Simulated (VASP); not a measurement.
**AlNi3: relaxation of cell and atoms with PBEsol**

AlNi3:

```
CELL_PARAMETERS angstrom
0.00000 2.80189 2.80189
2.80189 0.00000 2.80189
2.80189 2.80189 0.00000
ATOMIC_POSITIONS crystal
Al 0.50000 0.50000 0.50000
Ni 0.25000 0.25000 0.25000
Ni 0.00000 0.00000 0.00000
Ni 0.75000 0.75000 0.75000
```

```yaml
Program: VASP 6.6.1
Task: relaxation of cell and atoms
Functional: PBEsol
Potentials_or_basis: VASP PAW PBE potentials, release 64 (Al, Ni)
Cutoff: 600 eV
k_mesh: 14 × 14 × 14
Occupations: gaussian, width 0.1 eV
Spin: no spin polarisation
Dipole_correction: no
Further_INCAR_settings: ALGO = Fast; EDIFF = 1e-06; IBRION = 2; EDIFFG = -0.005; NSW = 100; ISIF = 3
```

* Relaxed volume: 10.97 Å³/atom
* Relaxed cell: a = 3.959 Å, b = 3.959 Å, c = 3.959 Å, α = 60.00°, β = 60.00°, γ = 60.00°
* Space group after relaxing (to 0.05 Å): Fm-3m (No. 225)
* Energy gained by relaxing: 0.1 meV/atom
* Ionic steps: 4
* Pressure after relaxing: 0.0 GPa

The path:
```
step  energy change (eV)  largest force (eV/Å)  pressure (GPa)  volume (Å³)
   1              0.0000                0.0000           -0.56        43.99
   2             -0.0003                0.0000            0.25        43.75
   3             -0.0004                0.0000            0.30        43.81
   4             -0.0004                0.0000            0.01        43.87
```

Final structure:
```xyz
4
Lattice="0.0000 2.7994 2.7994 2.7994 0.0000 2.7994 2.7994 2.7994 0.0000" Properties=species:S:1:pos:R:3 pbc="T T T"
Al    2.7994    2.7994    2.7994
Ni    1.3997    1.3997    1.3997
Ni    0.0000    0.0000    0.0000
Ni    4.1991    4.1991    4.1991
```

Levels at points of the mesh, in eV from the Fermi level:
```
           k point  band 14  band 15  band 16  band 17  band 18  band 19
(0.00, 0.00, 0.00)    -0.56    -0.52    -0.52     5.45     5.45     5.45
(0.50, 0.00, 0.00)    -0.65    -0.47    -0.47    -0.15     4.33     4.33
(0.50, 0.50, 0.00)    -0.75    -0.60    -0.36    -0.35    -0.35    -0.04
```

Run time: 3.7 min on 1 thread of Intel(R) Xeon(R) 6975P-C (Granite Rapids) (shared host), peak memory 0.25 GiB.

Caveat: the PAW data sets were made with another functional, which shifts forces and pressure a little. Spin polarisation is off, so any magnetic state and its effect on volume and gap are missing.
